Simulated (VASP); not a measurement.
# Zr4Ag (I4/mmm) in VASP: a series of runs

Runs on Zr4Ag. Level: PBE. Tasks: relaxation of cell and atoms.

All numbers are computed with VASP 6.6.1; they aren't measurements. Logs are shortened: lines on timing, memory, paths and dates and some standing lists are left out, and cuts for length are marked.

## 1. The cell of the first run

Symmetry: I4/mmm, No. 139, tetragonal system. The conventional cell has a = 5.863 Å, b = 5.863 Å, c = 4.979 Å, α = 90.00°, β = 90.00°, γ = 90.00°. Within 3.1 Å of Zr (site symmetry m2m) lie 3 Ag at 2.38 to 3.05 Å and 4 Zr at 2.49 to 2.57 Å. Within 3.1 Å of Ag (site symmetry 4/mmm) lie 12 Zr at 2.38 to 3.05 Å.

The cell was built from a structure type or drawn by symmetry, and may not be a known phase.

## 2. Relaxation of cell and atoms, PBE

Contents of INCAR:

```
PREC = Accurate
ENCUT = 600
EDIFF = 1E-6
ISMEAR = 0
SIGMA = 0.2
LREAL = False
LASPH = True
NELM = 100
ALGO = Normal
ISIF = 3
LWAVE = False
LCHARG = False
GGA = PE
IBRION = 2
NSW = 36
EDIFFG = -0.08
```

Contents of KPOINTS:

```
Automatic mesh
0
Gamma
  4 4 4
```

Contents of POSCAR:

```
Zr4Ag
1.0
   -2.9313114900      2.9313114900      2.4893464000
    2.9313114900     -2.9313114900      2.4893464000
    2.9313114900      2.9313114900     -2.4893464000
Zr Ag
4 1
Direct
    0.2875152700      0.2875152700      0.5750305500
    0.7124847300      0.7124847300      0.4249694500
    0.2875152700      0.7124847300      0.0000000000
    0.7124847300      0.2875152700      0.0000000000
    0.0000000000      0.0000000000      0.0000000000
```

Potentials or basis: VASP PAW PBE potentials, release 64 (Zr_sv, Ag).

The run is started by

```bash
$ cat potpaw_PBE.64/Zr_sv/POTCAR potpaw_PBE.64/Ag/POTCAR > POTCAR
$ mpirun -np 1 vasp_std > vasp.out
```

OUTCAR:

```text
PREC = Accurate
   ENCUT = 600
   EDIFF = 1E-6
   ISMEAR = 0
   LREAL = False
   LASPH = True
   NELM = 100
   ISIF = 3
   GGA = PE
   IBRION = 2
   NSW = 36
   EDIFFG = -0.08

 ion  position               nearest neighbor table
   1  0.288  0.288  0.575-   5 2.38   4 2.49   3 2.49   2 2.57   2 2.57   5 3.05   5 3.05   4 3.37
                             3 3.37   2 3.52   3 3.87   4 3.87   4 3.87   3 3.87   3 3.87   4 3.87
   2  0.712  0.712  0.425-   5 2.38   3 2.49   4 2.49   1 2.57   1 2.57   5 3.05   5 3.05   3 3.37
                             4 3.37   1 3.52   4 3.87   3 3.87   4 3.87   3 3.87   3 3.87   4 3.87
   3  0.288  0.712  0.000-   5 2.38   2 2.49   1 2.49   4 2.57   4 2.57   5 3.05   5 3.05   1 3.37
                             2 3.37   4 3.52   1 3.87   2 3.87   1 3.87   2 3.87   1 3.87   2 3.87
   4  0.712  0.288  0.000-   5 2.38   2 2.49   1 2.49   3 2.57   3 2.57   5 3.05   5 3.05   2 3.37
                             1 3.37   3 3.52   2 3.87   1 3.87   2 3.87   1 3.87   1 3.87   2 3.87
   5  0.000  0.000  0.000-   3 2.38   4 2.38   1 2.38   2 2.38   2 3.05   1 3.05   2 3.05   1 3.05
                             3 3.05   4 3.05   3 3.05   4 3.05

  LATTYP: Found a body centered tetragonal cell.
 ALAT       =     5.8626229800
 C/A-ratio  =     0.8492261599

  Lattice vectors:

 A1 = (  -2.9313114900,   2.9313114900,   2.4893464000)
 A2 = (   2.9313114900,  -2.9313114900,   2.4893464000)
 A3 = (   2.9313114900,   2.9313114900,  -2.4893464000)

Analysis of symmetry for initial positions (statically):
=====================================================================
 Subroutine PRICEL returns:
 Original cell was already a primitive cell.

 Routine SETGRP: Setting up the symmetry group for a
 body centered tetragonal supercell.

 Subroutine GETGRP returns: Found 16 space group operations
 (whereof 16 operations were pure point group operations)
 out of a pool of 16 trial point group operations.

The static configuration has the point symmetry D_4h.

Analysis of symmetry for dynamics (positions and initial velocities):
=====================================================================
 Subroutine PRICEL returns:
 Original cell was already a primitive cell.

 Routine SETGRP: Setting up the symmetry group for a
 body centered tetragonal supercell.

 Subroutine GETGRP returns: Found 16 space group operations
 (whereof 16 operations were pure point group operations)
 out of a pool of 16 trial point group operations.

The dynamic configuration has the point symmetry D_4h.

 Subroutine INISYM returns: Found 16 space group operations
 (whereof 16 operations are pure point group operations),
 and found     1 'primitive' translations

----------------------------------------------------------------------------------------

                                     Primitive cell

  volume of cell :      85.5597

  direct lattice vectors                    reciprocal lattice vectors
    -2.931311490  2.931311490  2.489346400     0.000000000  0.170572115  0.200855936
     2.931311490 -2.931311490  2.489346400     0.170572115  0.000000000  0.200855936
     2.931311490  2.931311490 -2.489346400     0.170572115  0.170572115  0.000000000

  length of vectors
     4.835495797  4.835495797  4.835495797     0.263510822  0.263510822  0.241225398

  position of ions in fractional coordinates (direct lattice)
     0.287515270  0.287515270  0.575030550
     0.712484730  0.712484730  0.424969450
     0.287515270  0.712484730  0.000000000
     0.712484730  0.287515270  0.000000000
     0.000000000  0.000000000  0.000000000

  ion indices of the primitive-cell ions
   primitive index   ion index
                 1           1
                 2           2
                 3           3
                 4           4
                 5           5

----------------------------------------------------------------------------------------

 KPOINTS: Automatic mesh

Automatic generation of k-mesh.
 Grid dimensions read from file:
 generate k-points for:    4    4    4

 Generating k-lattice:

  Cartesian coordinates                     Fractional coordinates (reciprocal lattice)
     0.000000000  0.042643029  0.050213984     0.250000000  0.000000000  0.000000000
     0.042643029  0.000000000  0.050213984     0.000000000  0.250000000  0.000000000
     0.042643029  0.042643029  0.000000000     0.000000000  0.000000000  0.250000000

  Length of vectors
     0.065877705  0.065877705  0.060306350

  Shift w.r.t. Gamma in fractional coordinates (k-lattice)
     0.000000000  0.000000000  0.000000000

 Subroutine IBZKPT returns following result:
 ===========================================

 Found     13 irreducible k-points:

 Following reciprocal coordinates:
            Coordinates               Weight
  0.000000  0.000000  0.000000      1.000000
  0.250000  0.000000 -0.000000      8.000000
  0.500000  0.000000 -0.000000      4.000000
  0.250000  0.250000 -0.000000      8.000000
  0.500000  0.250000 -0.000000     16.000000
 -0.250000  0.250000  0.000000      4.000000
  0.500000  0.500000 -0.000000      2.000000
  0.250000  0.250000  0.250000      2.000000
 -0.250000  0.250000  0.250000      4.000000
  0.500000  0.500000  0.250000      4.000000
 -0.250000  0.500000  0.250000      8.000000
 -0.250000 -0.250000  0.250000      2.000000
  0.500000  0.500000  0.500000      1.000000
   k-points           NKPTS =     13   k-points in BZ     NKDIM =     13   number of bands    NBANDS=     35
   number of dos      NEDOS =    301   number of ions     NIONS =      5
   total plane-waves  NPLWV =  64000
   dimension x,y,z NGX =    40 NGY =   40 NGZ =   40
   dimension x,y,z NGXF=    80 NGYF=   80 NGZF=   80
   ions per type =               4   1
   NGX,Y,Z   is equivalent  to a cutoff of  13.75, 13.75, 13.75 a.u.
   NGXF,Y,Z  is equivalent  to a cutoff of  27.50, 27.50, 27.50 a.u.
 SYSTEM =  unknown system
   PREC   = accura    normal or accurate (medium, high low for compatibility)
   ISTART =      0    job   : 0-new  1-cont  2-samecut
   ICHARG =      2    charge: 1-file 2-atom 10-const
   ISPIN  =      1    spin polarized calculation?
   LNONCOLLINEAR =      F non collinear calculations
   LSORBIT =      F    spin-orbit coupling
   LASPH  =      T    aspherical Exc in radial PAW
   ENCUT  =  600.0 eV  44.10 Ry    6.64 a.u.   9.66  9.66  9.66*2*pi/ulx,y,z
   NELM   =    100;   NELMIN=  2; NELMDL= -5     # of ELM steps
   EDIFF  = 0.1E-05   stopping-criterion for ELM
   LREAL  =      F    real-space projection
   EDIFFG = -.8E-01   stopping-criterion for IOM
   NSW    =     36    number of steps for IOM
   IBRION =      2    ionic relax: 0-MD 1-quasi-New 2-CG
   NFREE  =      1    steps in history (QN), initial steepest desc. (CG)
   ISIF   =      3    stress and relaxation
   ISYM   =      2    0-nonsym 1-usesym 2-fastsym
   POTIM  = 0.5000    time-step for ionic-motion
   TEBEG  =    0.0;   TEEND  =   0.0 temperature during run
   PSTRESS=    0.0 pullay stress
   NELECT =      59.0000    total number of electrons
   NUPDOWN=      -1.0000    fix difference up-down
   EMIN   =  10.00;   EMAX   =-10.00  energy-range for DOS
   EFERMI =   0.00;   METHOD = LEGACY
   ISMEAR =     0;   SIGMA  =   0.20  broadening in eV -4-tet -1-fermi 0-gaus
   EFERMI_NEDOS =   21; number of points for ismear=-14 and -15
   IALGO  =     38    algorithm
   IMIX   =      4    mixing-type and parameters
     AMIX     =   0.40;   BMIX     =  1.00
     AMIX_MAG =   1.60;   BMIX_MAG =  1.00
  volume/ion in A,a.u.               =      17.11       115.48
  Fermi-wavevector in a.u.,A,eV,Ry     =   1.446336  2.733178 28.461846  2.091887
  Thomas-Fermi vector in A             =   2.564416
   LORBIT       =      0    0 simple, 1 ext, 2 COOP (PROOUT), +10 PAW based schemes
   GGA     = PE    functional components
   LHFCALC =     F    Hartree Fock is set to
   AEXX    =    0.0000 exact exchange contribution
   IVDW    =     0    specifies the selected vdW correction
   LEPSILON=     F    determine dielectric tensor
   LRPA    =     F    only Hartree local field effects (RPA)
 conjugate gradient relaxation of ions
 non-spin polarized calculation
 Gauss-broadening in eV      SIGMA  =   0.20
  energy-cutoff  :      600.00
  volume of cell :       85.56
 maximum number of plane-waves:      2864
 NGX is ok and might be reduce to    40
   NGX = 19   NGY = 19   NGZ = 19

--------------------------------------- Ionic step        1  -------------------------------------------

 number of electron      58.9999996 magnetization

 Free energy of the ion-electron system (eV)
  ---------------------------------------------------
  ext. energy  EPLUGINS =         0.00000000
  ---------------------------------------------------
  free energy    TOTEN  =       -26.51150309 eV

  energy without entropy =      -26.40586466  energy(sigma->0) =      -26.45868388

 E-fermi :  12.2546     XC(G=0): -12.3730

 val. band max:       12.2382479526   @ k =  -0.2500   0.2500   0.0000
 cond. band min:      12.2668020089   @ k =  -0.2500   0.5000   0.2500
 fundamental gap:      0.0285540562
 Fermi energy:        12.2545580768

 k-point     1 :       0.0000    0.0000    0.0000
  band No.  band energies     occupation
      1     -36.7972      2.00000
      2     -36.1009      2.00000
      3     -35.9370      2.00000
      4     -35.9370      2.00000
      5     -15.8184      2.00000
      6     -15.8184      2.00000
[... 505 lines left out ...]
 POSITION                                       TOTAL-FORCE (eV/Angst)
 -----------------------------------------------------------------------------------
      1.68559      1.68559     -0.00000         0.436319      0.436319     -0.000000
      1.24572      1.24572      2.48935        -0.436319     -0.436319      0.000000
      1.24572     -1.24572      2.48935        -0.436319      0.436319     -0.000000
     -1.24572      1.24572      2.48935         0.436319     -0.436319     -0.000000
      0.00000      0.00000      0.00000         0.000000      0.000000      0.000000
 -----------------------------------------------------------------------------------
    total drift:                                0.000000      0.000000     -0.000000

  FREE ENERGIE OF THE ION-ELECTRON SYSTEM (eV)
  ---------------------------------------------------
  free  energy   TOTEN  =       -26.5115030884 eV

  energy  without entropy=      -26.4058646616  energy(sigma->0) =      -26.45868388

--------------------------------------- Ionic step        2  -------------------------------------------

 number of electron      59.0000002 magnetization

 E-fermi :   3.8831     XC(G=0):  -8.8593

 val. band max:        3.8803248253   @ k =   0.5000   0.0000  -0.0000
 cond. band min:       3.8992681478   @ k =  -0.2500  -0.2500   0.2500
 fundamental gap:      0.0189433225
 Fermi energy:         3.8830846144

 k-point     1 :       0.0000    0.0000    0.0000
  band No.  band energies     occupation
      1     -45.5483      2.00000
      2     -45.5137      2.00000
      3     -45.4745      2.00000
      4     -45.4745      2.00000
      5     -23.6621      2.00000
      6     -23.6621      2.00000
[... 700 lines left out ...]
 POSITION                                       TOTAL-FORCE (eV/Angst)
 -----------------------------------------------------------------------------------
      1.94286      1.94286     -0.00000        -0.115468     -0.115468     -0.000000
      1.50080      1.50080      2.65458         0.115468      0.115468      0.000000
      1.50080     -1.50080      2.65458         0.115468     -0.115468      0.000000
     -1.50080      1.50080      2.65458        -0.115468      0.115468     -0.000000
      0.00000     -0.00000      0.00000         0.000000     -0.000000     -0.000000
 -----------------------------------------------------------------------------------
    total drift:                               -0.000000     -0.000000      0.000000

  FREE ENERGIE OF THE ION-ELECTRON SYSTEM (eV)
  ---------------------------------------------------
  free  energy   TOTEN  =       -31.9334852852 eV

  energy  without entropy=      -31.7630812298  energy(sigma->0) =      -31.84828326

--------------------------------------- Ionic step        8  -------------------------------------------

 number of electron      59.0000004 magnetization

 Free energy of the ion-electron system (eV)
  ---------------------------------------------------
  ext. energy  EPLUGINS =         0.00000000
  ---------------------------------------------------
  free energy    TOTEN  =       -31.95246191 eV

  energy without entropy =      -31.78036628  energy(sigma->0) =      -31.86641410

 E-fermi :   7.1648     XC(G=0): -10.4290

 val. band max:        7.1618392715   @ k =  -0.2500   0.5000   0.2500
 cond. band min:       7.2048494451   @ k =  -0.2500   0.5000   0.2500
 fundamental gap:      0.0430101737
 Fermi energy:         7.1648160314

 k-point     1 :       0.0000    0.0000    0.0000
  band No.  band energies     occupation
      1     -41.8082      2.00000
      2     -41.7133      2.00000
      3     -41.5171      2.00000
      4     -41.5171      2.00000
      5     -20.5149      2.00000
      6     -20.5149      2.00000
[... 505 lines left out ...]
 POSITION                                       TOTAL-FORCE (eV/Angst)
 -----------------------------------------------------------------------------------
      1.92711      1.92711     -0.00000         0.000863      0.000863      0.000000
      1.51261      1.51261      2.69231        -0.000863     -0.000863     -0.000000
      1.51261     -1.51261      2.69231        -0.000863      0.000863      0.000000
     -1.51261      1.51261      2.69231         0.000863     -0.000863      0.000000
     -3.43972      3.43972      2.69231        -0.000000      0.000000     -0.000000
 -----------------------------------------------------------------------------------
    total drift:                                0.000000      0.000000     -0.000000

  FREE ENERGIE OF THE ION-ELECTRON SYSTEM (eV)
  ---------------------------------------------------
  free  energy   TOTEN  =       -31.9524619116 eV

  energy  without entropy=      -31.7803662810  energy(sigma->0) =      -31.86641410

 reached required accuracy - stopping structural energy minimisation
```

It took 4.9 min on 1 thread of Intel Xeon Platinum 8375C at 2.90GHz (Ice Lake), shared host; peak memory 0.26 GiB.

What came out:

```yaml
Free_energy: -31.9525 eV
Relaxed_volume: 25.48 Å³/atom
Relaxed_cell: a = 5.560 Å, b = 5.560 Å, c = 5.560 Å, α = 103.56°, β = 103.56°, γ = 122.07°
Space_group_after_relaxing_to_0.1_Å: I4/mmm (No. 139)
Energy_gained_by_relaxing: 1088.2 meV/atom
Ionic_steps: 8
Pressure_after_relaxing: -0.2 GPa
Band_gap_on_the_k_mesh: zero (an odd number of electrons rules out a gap without spin polarisation)
```

The path:
| step | energy change (eV) | largest force (eV/Å) | pressure (GPa) | volume (Å³) |
| --- | --- | --- | --- | --- |
| 1 | 0.0000 | 0.6170 | 56.84 | 85.56 |
| 2 | -2.3148 | 0.4499 | -11.64 | 184.26 |
| 3 | -5.2682 | 0.8278 | -0.84 | 127.42 |
| 4 | -5.2713 | 0.8280 | -0.37 | 126.47 |
| 5 | -5.2714 | 0.8279 | 0.11 | 125.55 |
| 6 | -5.3846 | 0.5002 | 0.13 | 125.75 |
| 7 | -5.4220 | 0.1633 | 0.46 | 125.92 |
| 8 | -5.4410 | 0.0012 | -0.23 | 127.42 |

Final structure:
```
Zr Ag
1.0
    -3.43972    3.43972    2.69231
     3.43972   -3.43972    2.69231
     3.43972    3.43972   -2.69231
Zr Ag
4 1
Direct
  0.28013 0.28013 0.56025
  0.71987 0.71987 0.43975
  0.28013 0.71987 0.00000
  0.71987 0.28013 0.00000
  0.00000 0.00000 0.00000
```

Caveat: the k points lie up to 0.37 Å⁻¹ apart in the final cell, too coarse for converged energies and pressures of a metal; the volume moved by over 15 % at a fixed basis, so the end points are rough.

## 3. Relaxation of cell and atoms, PBE

This run uses another cell than the first one, of 15.29 Å³/atom.

Contents of INCAR:

```
SYSTEM = Zr4Ag
ALGO = Normal
EDIFF = 1E-6
EDIFFG = -0.08
ENCUT = 600
GGA = PE
IBRION = 2
ISIF = 3
ISMEAR = 0
LASPH = .True.
LCHARG = .False.
LREAL = .False.
LWAVE = .False.
NELM = 80
NSW = 36
PREC = Accurate
SIGMA = 0.2
```

Contents of KPOINTS:

```
k-points
0
Gamma
  5 5 5
  0 0 0
```

Contents of POSCAR:

```
Zr4Ag
1.0
   -2.1569826600      2.1569826600      4.1091150300
    2.1569826600     -2.1569826600      4.1091150300
    2.1569826600      2.1569826600     -4.1091150300
Zr Ag
4 1
Direct
    0.7556089200      0.7556089200      0.0000000000
    0.5000000000      0.0000000000      0.5000000000
    0.0000000000      0.5000000000      0.5000000000
    0.2443910800      0.2443910800      0.0000000000
    0.0000000000      0.0000000000      0.0000000000
```

Potentials or basis: VASP PAW PBE potentials, release 64 (Zr_sv, Ag).

The run is started by

```bash
$ cat potpaw_PBE.64/Zr_sv/POTCAR potpaw_PBE.64/Ag/POTCAR > POTCAR
$ mpirun -np 1 vasp_std > vasp.out
```

Run time: 19 min. Hardware: 1 thread of Intel Xeon Platinum 8375C at 2.90GHz (Ice Lake), shared host; peak memory 0.3 GiB.

It converged, with:

```
Free energy                           : -34.1057 eV
Relaxed volume                        : 24.63 Å³/atom
Relaxed cell                          : a = 5.673 Å, b = 5.673 Å, c = 5.673 Å, α = 122.81°, β = 122.81°, γ = 85.20°
Space group after relaxing (to 0.1 Å) : I4/mmm (No. 139)
Energy gained by relaxing             : 3980.6 meV/atom
Ionic steps                           : 17
Pressure after relaxing               : 0.0 GPa
Largest force after relaxing          : 0.011 eV/Å
Band gap on the k mesh                : zero (an odd number of electrons rules out a gap without spin polarisation)
```

Forces on the atoms (eV/Å):
```
Zr   0.000  0.000 -0.011
Zr   0.000  0.000  0.000
Zr   0.000  0.000  0.000
Zr   0.000  0.000  0.011
Ag   0.000  0.000  0.000
```

Step by step:
```
step  energy change (eV)  largest force (eV/Å)  pressure (GPa)  volume (Å³)
   1              0.0000               17.9632          149.69        76.47
   2             -3.0319                2.0833          -12.11       367.57
   3            -17.3770                0.0881          -10.85       158.72
   4            -18.0921                0.1268           -8.37       147.41
   5            -18.6862                0.3056            6.19       119.27
   6            -18.7798                0.3559            0.21       127.42
   7            -18.7842                0.3561            1.15       125.94
   8            -19.3900                0.3772           -3.11       129.81
   9            -19.4853                0.7520           -4.35       131.34
  10            -19.6868                1.3466            2.19       120.54
  11            -19.6915                1.2630            1.26       121.81
  12            -19.8294                0.8440            1.60       120.90
  13            -19.8749                0.0597            2.31       119.89
  14            -19.8772                0.2401            2.13       120.09
  15            -19.8861                0.0048           -1.82       126.04
  16            -19.9017                0.0956           -0.16       123.34
  17            -19.9031                0.0115           -0.01       123.13
```

Final structure:
```
CELL_PARAMETERS angstrom
-2.71521 2.71521 4.17548
2.71521 -2.71521 4.17548
2.71521 2.71521 -4.17548
ATOMIC_POSITIONS crystal
Zr 0.67841 0.67841 0.00000
Zr 0.50000 0.00000 0.50000
Zr 0.00000 0.50000 0.50000
Zr 0.32159 0.32159 0.00000
Ag 0.00000 0.00000 0.00000
```

Levels at points of the mesh, in eV from the Fermi level:
```csv
k point,band 25,band 26,band 27,band 28,band 29,band 30,band 31,band 32,band 33,band 34
"(0.00, 0.00, 0.00)",-1.11,-0.78,-0.78,-0.24,0.01,0.01,0.33,0.71,1.42,1.42
```

Caveat: the volume moved by over 15 % at a fixed basis, so the end points are rough.
